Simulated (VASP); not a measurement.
# Rh (I4/mmm) in VASP: further runs

The runs below take Rh through single point, with r2SCAN.

All numbers are computed with VASP 6.6.1; they aren't measurements. Logs are shortened: lines on timing, memory, paths and dates and some standing lists are left out, and cuts for length are marked.

## (1) The cell of the first run

It takes space group I4/mmm (No. 139, tetragonal). Conventional cell: a = 2.763 Å, b = 2.763 Å, c = 3.675 Å, α = 90.00°, β = 90.00°, γ = 90.00°. Within 3.5 Å of Rh (site symmetry 4/mmm) lie 12 Rh at 2.68 to 2.76 Å.

## (2) Single point, r2SCAN

Contents of POSCAR:

```
Rh
1.0
    3.9072701548      0.0000000000      0.0000000000
    0.0000000000      3.9072701548      0.0000000000
   -1.9536350774      0.0000000000      1.8375178114
Rh
2
Direct
    0.0000000000      0.0000000000      0.0000000000
    0.5000000000      0.5000000000      0.0000000000
```

Contents of INCAR.step1:

```
PREC = Accurate
ENCUT = 520
ISMEAR = 0
SIGMA = 0.1
LREAL = False
LASPH = True
NELM = 60
NBANDS = 22
GGA = PE
ALGO = Normal
EDIFF = 1E-4
LWAVE = True
LCHARG = False
```

Contents of INCAR.step2:

```
PREC = Accurate
ENCUT = 520
EDIFF = 1E-7
ISMEAR = 0
SIGMA = 0.1
LREAL = False
LASPH = True
NELM = 60
ALGO = Normal
ISIF = 2
LWAVE = False
LCHARG = False
METAGGA = R2SCAN
LMIXTAU = True
NBANDS = 22
ISTART = 1
```

Contents of KPOINTS:

```
Automatic mesh
0
Gamma
  9 9 18
```

Potentials or basis: VASP PAW PBE potentials, release 64 (Rh_pv).

Run with:

```
cat potpaw_PBE.64/Rh_pv/POTCAR > POTCAR
cp INCAR.step1 INCAR
mpirun -np 1 vasp_std > vasp.out
cp INCAR.step2 INCAR
mpirun -np 1 vasp_std > vasp.out
```

OUTCAR:

```text
PREC = Accurate
   ENCUT = 520
   EDIFF = 1E-7
   ISMEAR = 0
   LREAL = False
   LASPH = True
   NELM = 60
   ISIF = 2
   METAGGA = R2SCAN
   ISTART = 1

 ion  position               nearest neighbor table
   1  0.000  0.000  0.000-   2 2.68   2 2.68   2 2.68   2 2.68   2 2.76   2 2.76   2 2.76   2 2.76

   2  0.500  0.500  0.000-   1 2.68   1 2.68   1 2.68   1 2.68   1 2.76   1 2.76   1 2.76   1 2.76

  LATTYP: Found a base centered orthorhombic cell.
 ALAT       =     3.6750356228
 B/A-ratio  =     1.0631924574
 C/A-ratio  =     1.0631924574

  Lattice vectors:

 A1 = (  -1.9536350774,   0.0000000000,   1.8375178114)
 A2 = (   1.9536350774,   0.0000000000,   1.8375178114)
 A3 = (   0.0000000000,   3.9072701548,   0.0000000000)

Analysis of symmetry for initial positions (statically):
=====================================================================
 Subroutine PRICEL returns following result:

  LATTYP: Found a body centered tetragonal cell.
 ALAT       =     2.7628572224
 C/A-ratio  =     1.3301576328

  Lattice vectors:

 A1 = (   0.0000000000,   1.9536350774,  -1.8375178114)
 A2 = (   0.0000000000,  -1.9536350774,  -1.8375178114)
 A3 = (  -1.9536350774,   0.0000000000,   1.8375178114)

   2 primitive cells build up your supercell.

 Routine SETGRP: Setting up the symmetry group for a
 base centered orthorhombic supercell.

 Subroutine GETGRP returns: Found  8 space group operations
 (whereof  8 operations were pure point group operations)
 out of a pool of  8 trial point group operations.

The static configuration has the point symmetry D_2h.

Analysis of symmetry for dynamics (positions and initial velocities):
=====================================================================
 Subroutine PRICEL returns following result:

  LATTYP: Found a body centered tetragonal cell.
 ALAT       =     2.7628572224
 C/A-ratio  =     1.3301576328

  Lattice vectors:

 A1 = (   0.0000000000,   1.9536350774,  -1.8375178114)
 A2 = (   0.0000000000,  -1.9536350774,  -1.8375178114)
 A3 = (  -1.9536350774,   0.0000000000,   1.8375178114)

   2 primitive cells build up your supercell.

 Routine SETGRP: Setting up the symmetry group for a
 base centered orthorhombic supercell.

 Subroutine GETGRP returns: Found  8 space group operations
 (whereof  8 operations were pure point group operations)
 out of a pool of  8 trial point group operations.

[... 87 lines left out ...]
   NGXF,Y,Z  is equivalent  to a cutoff of  25.53, 25.53, 24.79 a.u.
 SYSTEM =  unknown system
   PREC   = accura    normal or accurate (medium, high low for compatibility)
   ISTART =      1    job   : 0-new  1-cont  2-samecut
   ICHARG =      0    charge: 1-file 2-atom 10-const
   ISPIN  =      1    spin polarized calculation?
   LNONCOLLINEAR =      F non collinear calculations
   LSORBIT =      F    spin-orbit coupling
   LASPH  =      T    aspherical Exc in radial PAW
   ENCUT  =  520.0 eV  38.22 Ry    6.18 a.u.   7.26  7.26  4.99*2*pi/ulx,y,z
   NELM   =     60;   NELMIN=  2; NELMDL=  0     # of ELM steps
   EDIFF  = 0.1E-06   stopping-criterion for ELM
   LREAL  =      F    real-space projection
   EDIFFG = 0.1E-05   stopping-criterion for IOM
   NSW    =      0    number of steps for IOM
   IBRION =     -1    ionic relax: 0-MD 1-quasi-New 2-CG
   NFREE  =      0    steps in history (QN), initial steepest desc. (CG)
   ISIF   =      2    stress and relaxation
   ISYM   =      2    0-nonsym 1-usesym 2-fastsym
   POTIM  = 0.5000    time-step for ionic-motion
   TEBEG  =    0.0;   TEEND  =   0.0 temperature during run
   PSTRESS=    0.0 pullay stress
   NELECT =      30.0000    total number of electrons
   NUPDOWN=      -1.0000    fix difference up-down
   EMIN   =  10.00;   EMAX   =-10.00  energy-range for DOS
   EFERMI =   0.00;   METHOD = LEGACY
   ISMEAR =     0;   SIGMA  =   0.10  broadening in eV -4-tet -1-fermi 0-gaus
   EFERMI_NEDOS =   21; number of points for ismear=-14 and -15
   IALGO  =     38    algorithm
   IMIX   =      4    mixing-type and parameters
     AMIX     =   0.40;   BMIX     =  1.00
     AMIX_MAG =   1.60;   BMIX_MAG =  1.00
  volume/ion in A,a.u.               =      14.03        94.66
  Fermi-wavevector in a.u.,A,eV,Ry     =   1.674130  3.163646 38.133188  2.802710
  Thomas-Fermi vector in A             =   2.758979
   LORBIT       =      0    0 simple, 1 ext, 2 COOP (PROOUT), +10 PAW based schemes
   METAGGA = R2SCAN    functional components
   LHFCALC =     F    Hartree Fock is set to
   AEXX    =    0.0000 exact exchange contribution
   IVDW    =     0    specifies the selected vdW correction
   LEPSILON=     F    determine dielectric tensor
   LRPA    =     F    only Hartree local field effects (RPA)
 non-spin polarized calculation
 Gauss-broadening in eV      SIGMA  =   0.10
  energy-cutoff  :      520.00
  volume of cell :       28.05
 maximum number of plane-waves:       771
 NGX is ok and might be reduce to    30
   NGX = 15   NGY = 15   NGZ =  9

 number of electron      30.0000001 magnetization

 Free energy of the ion-electron system (eV)
  ---------------------------------------------------
  ext. energy  EPLUGINS =         0.00000000
  ---------------------------------------------------
  free energy    TOTEN  =       -48.22449880 eV

  energy without entropy =      -48.21148051  energy(sigma->0) =      -48.21798965

 E-fermi :  11.3658     XC(G=0): -15.0531

 val. band max:       11.3641346015   @ k =   0.0000   0.1111   0.4444
 cond. band min:      11.3686939820   @ k =   0.1111   0.4444   0.2778
 fundamental gap:      0.0045593805
 Fermi energy:        11.3658188227

 k-point     1 :       0.0000    0.0000    0.0000
  band No.  band energies     occupation
      1     -37.0750      2.00000
      2     -36.6386      2.00000
      3     -36.5834      2.00000
      4     -36.3852      2.00000
      5     -36.3852      2.00000
      6     -36.3485      2.00000
[... 589 lines left out ...]
     21      28.3516      0.00000
     22      28.4512      0.00000

 [... further k-points ...]
[... 5 lines left out ...]
  --------------------------------------------------------------------------------------
  -------------------------------------------------------------------------------------
  Total       -1.5328456     -1.5331283      0.7943435      0.0000000      0.0000000      0.0000000
  in kB      -87.5448381    -87.5609888     45.3670470      0.0000000      0.0000000      0.0000000
  external PRESSURE =     -43.2462600 kB  Pullay stress =       0.0000000 kB

 VOLUME and BASIS-vectors are now :
 -----------------------------------------------------------------------------
  energy-cutoff  :      520.00
  volume of cell :       28.05
      direct lattice vectors                 reciprocal lattice vectors
     3.907270155  0.000000000  0.000000000     0.255933161  0.000000000  0.272106206
     0.000000000  3.907270155  0.000000000     0.000000000  0.255933161  0.000000000
    -1.953635077  0.000000000  1.837517811     0.000000000  0.000000000  0.544212412

 POSITION                                       TOTAL-FORCE (eV/Angst)
 -----------------------------------------------------------------------------------
      0.00000      0.00000      0.00000        -0.000000      0.000000      0.000000
      1.95364      1.95364      0.00000         0.000000     -0.000000     -0.000000
 -----------------------------------------------------------------------------------
    total drift:                                0.000000      0.000000     -0.000000

  FREE ENERGIE OF THE ION-ELECTRON SYSTEM (eV)
  ---------------------------------------------------
  free  energy   TOTEN  =       -48.2244987967 eV

  energy  without entropy=      -48.2114805057  energy(sigma->0) =      -48.21798965
```

OSZICAR.step1:

```text
N       E                     dE             d eps       ncg     rms          rms(c)
DAV:   1     0.327319821945E+03    0.32732E+03   -0.18412E+04 11032   0.156E+03
DAV:   2    -0.818334071216E+01   -0.33550E+03   -0.32390E+03 11384   0.472E+02
DAV:   3    -0.154208711938E+02   -0.72375E+01   -0.71982E+01 12836   0.780E+01
DAV:   4    -0.154731253858E+02   -0.52254E-01   -0.52249E-01 12140   0.673E+00
DAV:   5    -0.154740385072E+02   -0.91312E-03   -0.91311E-03 13034   0.906E-01    0.137E+01
DAV:   6    -0.145095097951E+02    0.96453E+00   -0.22883E+00 12050   0.159E+01    0.468E+00
DAV:   7    -0.144803993086E+02    0.29110E-01   -0.44201E-02 12608   0.183E+00    0.221E+00
DAV:   8    -0.144746850564E+02    0.57143E-02   -0.76381E-03 11804   0.982E-01    0.337E-01
DAV:   9    -0.144743356307E+02    0.34943E-03   -0.27174E-04 11922   0.192E-01    0.189E-02
DAV:  10    -0.144743386665E+02   -0.30358E-05   -0.85278E-06  6634   0.303E-02
   1 F= -.14474339E+02 E0= -.14467482E+02  d E =-.137140E-01
```

It took 6.3 min on 1 thread of Intel Xeon 6975P-C (Granite Rapids), shared host; peak memory 0.24 GiB.

What came out:

| Item | Value |
| --- | --- |
| Free energy | -48.2245 eV |
| Pressure | -4.3 GPa |
| Band gap on the k mesh | zero (bands 15 and 16 overlap by 2.27 eV) |

Caveat: the stress differs along the axes, from -9 to 5 GPa; the PAW data sets were made with another functional, which shifts forces and pressure a little.

## (3) Single point, r2SCAN

This run uses another cell than the first one, of 14.14 Å³/atom.

POSCAR, as its differences from that of step 2:

```diff
@@ -4,3 +4,3 @@
     0.0000000000      3.9072701548      0.0000000000
-   -1.9536350774      0.0000000000      1.8375178114
+   -1.9536350774      0.0000000000      1.8527545278
 Rh
```

Contents of INCAR.step1:

```
PREC = Accurate ; ENCUT = 520
ISMEAR = 0 ; SIGMA = 0.1
LREAL = False ; LASPH = True
NELM = 60 ; NBANDS = 22
GGA = PE ; ALGO = Normal
EDIFF = 1E-4 ; LWAVE = True
LCHARG = False
```

Contents of INCAR.step2:

```
PREC = Accurate ; ENCUT = 520
EDIFF = 1E-7 ; ISMEAR = 0
SIGMA = 0.1 ; LREAL = False
LASPH = True ; NELM = 60
ALGO = Normal ; ISIF = 2
LWAVE = False ; LCHARG = False
METAGGA = R2SCAN ; LMIXTAU = True
NBANDS = 22 ; ISTART = 1
```

KPOINTS is that of step 2.

Potentials or basis: VASP PAW PBE potentials, release 64 (Rh_pv).

Run with:

```
cat potpaw_PBE.64/Rh_pv/POTCAR > POTCAR
cp INCAR.step1 INCAR
mpirun -np 1 vasp_std > vasp.out
cp INCAR.step2 INCAR
mpirun -np 1 vasp_std > vasp.out
```

Run time: 5 min. Hardware: 1 thread of Intel Xeon 6975P-C (Granite Rapids), shared host; peak memory 0.24 GiB.

It converged, with:

| Quantity | Value |
| --- | --- |
| Free energy | -48.2287 eV |
| Pressure | -6.5 GPa |
| Band gap on the k mesh | zero (bands 15 and 16 overlap by 2.22 eV) |

Stress tensor (GPa, compression positive):
```
-10.32   0.00   0.00
  0.00 -10.32   0.00
  0.00   0.00   1.05
```

Levels at points of the mesh, in eV from the Fermi level:
| k point | band 13 | band 14 | band 15 | band 16 | band 17 | band 18 |
| --- | --- | --- | --- | --- | --- | --- |
| (0.00, 0.00, 0.00) | -1.37 | -0.72 | 0.48 | 0.75 | 1.21 | 3.07 |
| (0.00, 0.00, 0.50) | 0.75 | 1.03 | 1.03 | 1.21 | 3.07 | 4.25 |

Caveat: the stress differs along the axes, from -10 to 1 GPa; the PAW data sets were made with another functional, which shifts forces and pressure a little.

## (4) Single point, r2SCAN

This run uses another cell than the first one, of 14.14 Å³/atom.

POSCAR is that of step 3.

Contents of INCAR.step1:

```
SYSTEM = Rh
PREC     = Accurate       ! precision mode
ENCUT    = 520            ! plane-wave cutoff, eV
ISMEAR   = 0              ! smearing method
SIGMA    = 0.1            ! smearing width, eV
LREAL    = .FALSE.        ! projectors in reciprocal space
LASPH    = .TRUE.         ! aspherical terms in the spheres
NELM     = 60             ! most SCF steps
NBANDS   = 22             ! bands
GGA      = PE             ! functional
ALGO     = Normal         ! electronic algorithm
EDIFF    = 1E-4           ! SCF threshold, eV
LWAVE    = .TRUE.         ! write WAVECAR
LCHARG   = .FALSE.        ! write CHGCAR
```

Contents of INCAR.step2:

```
SYSTEM = Rh
PREC     = Accurate       ! precision mode
ENCUT    = 520            ! plane-wave cutoff, eV
EDIFF    = 1E-6           ! SCF threshold, eV
ISMEAR   = 0              ! smearing method
SIGMA    = 0.1            ! smearing width, eV
LREAL    = .FALSE.        ! projectors in reciprocal space
LASPH    = .TRUE.         ! aspherical terms in the spheres
NELM     = 60             ! most SCF steps
ALGO     = Normal         ! electronic algorithm
ISIF     = 2              ! what is computed and relaxed
LWAVE    = .FALSE.        ! write WAVECAR
LCHARG   = .FALSE.        ! write CHGCAR
METAGGA  = R2SCAN         ! meta-GGA
LMIXTAU  = .TRUE.       
NBANDS   = 22             ! bands
ISTART   = 1
```

Contents of KPOINTS:

```
Automatic mesh
0
G
  9 9 18
  0 0 0
```

Potentials or basis: VASP PAW PBE potentials, release 64 (Rh_pv).

Run with:

```
cat potpaw_PBE.64/Rh_pv/POTCAR > POTCAR
cp INCAR.step1 INCAR
mpirun -np 1 vasp_std > vasp.out
cp INCAR.step2 INCAR
mpirun -np 1 vasp_std > vasp.out
```

OUTCAR:

```text
SYSTEM = Rh
   PREC = Accurate
   ENCUT = 520
   EDIFF = 1E-6
   ISMEAR = 0
   LREAL = .FALSE.
   LASPH = .TRUE.
   NELM = 60
   ISIF = 2
   METAGGA = R2SCAN
   ISTART = 1

 ion  position               nearest neighbor table
   1  0.000  0.000  0.000-   2 2.69   2 2.69   2 2.69   2 2.69   2 2.76   2 2.76   2 2.76   2 2.76

   2  0.500  0.500  0.000-   1 2.69   1 2.69   1 2.69   1 2.69   1 2.76   1 2.76   1 2.76   1 2.76

  LATTYP: Found a base centered orthorhombic cell.
 ALAT       =     3.7055090556
 B/A-ratio  =     1.0544489559
 C/A-ratio  =     1.0544489559

  Lattice vectors:

 A1 = (  -1.9536350774,   0.0000000000,   1.8527545278)
 A2 = (   1.9536350774,   0.0000000000,   1.8527545278)
 A3 = (   0.0000000000,   3.9072701548,   0.0000000000)

Analysis of symmetry for initial positions (statically):
=====================================================================
 Subroutine PRICEL returns following result:

  LATTYP: Found a body centered tetragonal cell.
 ALAT       =     2.7628572224
 C/A-ratio  =     1.3411873135

  Lattice vectors:

[... 180 lines left out ...]
  ---------------------------------------------------
  free energy    TOTEN  =       -48.22866037 eV

  energy without entropy =      -48.21541985  energy(sigma->0) =      -48.22204011

 E-fermi :  11.2171     XC(G=0): -14.9923

 val. band max:       11.2154747840   @ k =  -0.4444   0.1111   0.0556
 cond. band min:      11.2182211434   @ k =   0.4444   0.4444   0.1667
 fundamental gap:      0.0027463594
 Fermi energy:        11.2171124976

 k-point     1 :       0.0000    0.0000    0.0000
  band No.  band energies     occupation
      1     -37.1894      2.00000
      2     -36.7681      2.00000
      3     -36.7207      2.00000
      4     -36.5194      2.00000
      5     -36.5194      2.00000
      6     -36.4879      2.00000
[... 589 lines left out ...]
     21      28.2131      0.00000
     22      28.3055      0.00000

 [... further k-points ...]

------------------------ aborting loop because EDIFF is reached ----------------------------------------

  FORCE on cell =-STRESS in cart. coord.  units (eV):
  Direction    XX          YY          ZZ          XY          YZ          ZX
  --------------------------------------------------------------------------------------
  -------------------------------------------------------------------------------------
  Total       -1.8218742     -1.8221836      0.1858061      0.0000000      0.0000000      0.0000000
  in kB     -103.1963165   -103.2138442     10.5246046      0.0000000      0.0000000      0.0000000
  external PRESSURE =     -65.2951854 kB  Pullay stress =       0.0000000 kB

 VOLUME and BASIS-vectors are now :
 -----------------------------------------------------------------------------
  energy-cutoff  :      520.00
  volume of cell :       28.29
      direct lattice vectors                 reciprocal lattice vectors
     3.907270155  0.000000000  0.000000000     0.255933161  0.000000000  0.269868454
     0.000000000  3.907270155  0.000000000     0.000000000  0.255933161  0.000000000
    -1.953635077  0.000000000  1.852754528     0.000000000  0.000000000  0.539736908

 POSITION                                       TOTAL-FORCE (eV/Angst)
 -----------------------------------------------------------------------------------
      0.00000      0.00000      0.00000        -0.000000      0.000000     -0.000000
      1.95364      1.95364      0.00000         0.000000     -0.000000      0.000000
 -----------------------------------------------------------------------------------
    total drift:                                0.000000      0.000000     -0.000000

  FREE ENERGIE OF THE ION-ELECTRON SYSTEM (eV)
  ---------------------------------------------------
  free  energy   TOTEN  =       -48.2286603696 eV

  energy  without entropy=      -48.2154198467  energy(sigma->0) =      -48.22204011
```

OUTCAR.step1:

```text
SYSTEM = Rh
   PREC = Accurate
   ENCUT = 520
   ISMEAR = 0
   LREAL = .FALSE.
   LASPH = .TRUE.
[... 845 lines left out ...]
      0.00000      0.00000      0.00000        -0.000000     -0.000000     -0.000000
      1.95364      1.95364      0.00000         0.000000      0.000000      0.000000
 -----------------------------------------------------------------------------------
    total drift:                                0.000000      0.000000     -0.000000

  FREE ENERGIE OF THE ION-ELECTRON SYSTEM (eV)
  ---------------------------------------------------
  free  energy   TOTEN  =       -14.4861038487 eV

  energy  without entropy=      -14.4722562407  energy(sigma->0) =      -14.47918004
```

OSZICAR.step1:

```text
N       E                     dE             d eps       ncg     rms          rms(c)
DAV:   1     0.327464884106E+03    0.32746E+03   -0.18301E+04 11016   0.155E+03
DAV:   2    -0.816467912451E+01   -0.33563E+03   -0.32386E+03 11486   0.472E+02
DAV:   3    -0.154372364760E+02   -0.72726E+01   -0.72317E+01 12836   0.781E+01
DAV:   4    -0.154897725467E+02   -0.52536E-01   -0.52531E-01 12244   0.676E+00
DAV:   5    -0.154907014644E+02   -0.92892E-03   -0.92891E-03 12918   0.915E-01    0.134E+01
DAV:   6    -0.145200772620E+02    0.97062E+00   -0.23184E+00 11996   0.160E+01    0.453E+00
DAV:   7    -0.144920994451E+02    0.27978E-01   -0.42224E-02 12746   0.178E+00    0.216E+00
DAV:   8    -0.144864526784E+02    0.56468E-02   -0.75376E-03 11804   0.975E-01    0.331E-01
DAV:   9    -0.144861011487E+02    0.35153E-03   -0.27967E-04 11950   0.194E-01    0.184E-02
DAV:  10    -0.144861038487E+02   -0.27000E-05   -0.85833E-06  6580   0.303E-02
   1 F= -.14486104E+02 E0= -.14479180E+02  d E =-.138476E-01
```

Wall time 4.2 min (1 thread of Intel Xeon 6975P-C (Granite Rapids), shared host); peak memory 0.24 GiB.

Results:

| Item | Value |
| --- | --- |
| Free energy | -48.2287 eV |
| Pressure | -6.5 GPa |
| Band gap on the k mesh | zero (bands 15 and 16 overlap by 2.22 eV) |

Stress tensor (GPa, compression positive):
```
-10.32   0.00   0.00
  0.00 -10.32   0.00
  0.00   0.00   1.05
```

Caveat: the stress differs along the axes, from -10 to 1 GPa; the PAW data sets were made with another functional, which shifts forces and pressure a little.
